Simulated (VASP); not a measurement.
Set up this calculation in VASP 6.6.1, as the native input.

```
Task                   : single point
Functional             : r2SCAN
Potentials or basis    : VASP PAW PBE potentials, release 64 (W_sv)
Cutoff                 : 520 eV
k mesh                 : 10 × 10 × 10
Occupations            : gaussian, width 0.15 eV
Spin                   : no spin polarisation
Dipole correction      : no
Further INCAR settings : ALGO = Normal; EDIFF = 1e-06; NBANDS = 21
```

The system is W.

```
W
1.0
     0.00000   -3.16837    0.00000
    -3.16837    0.00000    0.00000
     0.00000    0.00000   -3.16837
W
2
Cartesian
  -1.5995 -1.4738 -1.5463
  0.0153 -0.1104 -0.0379
```

This cell differs from its parent crystal: atoms moved at random.

One way to write it, as run:

POSCAR

```
W
1.0
    0.0000000000     -3.1683686574      0.0000000000
   -3.1683686574      0.0000000000      0.0000000000
    0.0000000000      0.0000000000     -3.1683686574
W
2
Direct
    0.4651676600      0.5048359713      0.4880277323
    0.0348323400     -0.0048359713      0.0119722677
```

INCAR.step1

```
SYSTEM = W
PREC     = Accurate       ! precision mode
ENCUT    = 520            ! plane-wave cutoff, eV
ISMEAR   = 0              ! smearing method
SIGMA    = 0.15           ! smearing width, eV
LREAL    = .FALSE.        ! projectors in reciprocal space
LASPH    = .TRUE.         ! aspherical terms in the spheres
NELM     = 100            ! most SCF steps
NBANDS   = 21             ! bands
GGA      = PE             ! functional
ALGO     = Normal         ! electronic algorithm
EDIFF    = 1E-4           ! SCF threshold, eV
LWAVE    = .TRUE.         ! write WAVECAR
LCHARG   = .FALSE.        ! write CHGCAR
```

INCAR.step2

```
SYSTEM = W
PREC     = Accurate       ! precision mode
ENCUT    = 520            ! plane-wave cutoff, eV
EDIFF    = 1E-6           ! SCF threshold, eV
ISMEAR   = 0              ! smearing method
SIGMA    = 0.15           ! smearing width, eV
LREAL    = .FALSE.        ! projectors in reciprocal space
LASPH    = .TRUE.         ! aspherical terms in the spheres
NELM     = 100            ! most SCF steps
ALGO     = Normal         ! electronic algorithm
ISIF     = 2              ! what is computed and relaxed
LWAVE    = .FALSE.        ! write WAVECAR
LCHARG   = .FALSE.        ! write CHGCAR
METAGGA  = R2SCAN         ! meta-GGA
LMIXTAU  = .TRUE.       
NBANDS   = 21             ! bands
ISTART   = 1
```

KPOINTS

```
Automatic mesh
0
G
  10 10 10
  0 0 0
```

Potentials or basis: VASP PAW PBE potentials, release 64 (W_sv).

Launch:

```console
$ cat potpaw_PBE.64/W_sv/POTCAR > POTCAR
$ cp INCAR.step1 INCAR
$ mpirun -np 1 vasp_std > vasp.out
$ cp INCAR.step2 INCAR
$ mpirun -np 1 vasp_std > vasp.out
```

It gave:

| Property | Result |
| --- | --- |
| Pressure | 7.1 GPa |
| Largest force | 2.624 eV/Å |
| Band gap on the k mesh | zero (band 14 reaches 11.79 eV, above the bottom of band 15 at 10.62 eV) |

Caveat: the cell differs from its parent crystal (atoms moved at random); the PAW data sets were made with another functional, which shifts forces and pressure a little; spin-orbit coupling is left out, which moves the levels of the heavy elements.

It took 20 min on 1 thread of AMD EPYC 7R43 64-Core Processor (Zen 3), on a shared host, peak memory 0.32 GiB.
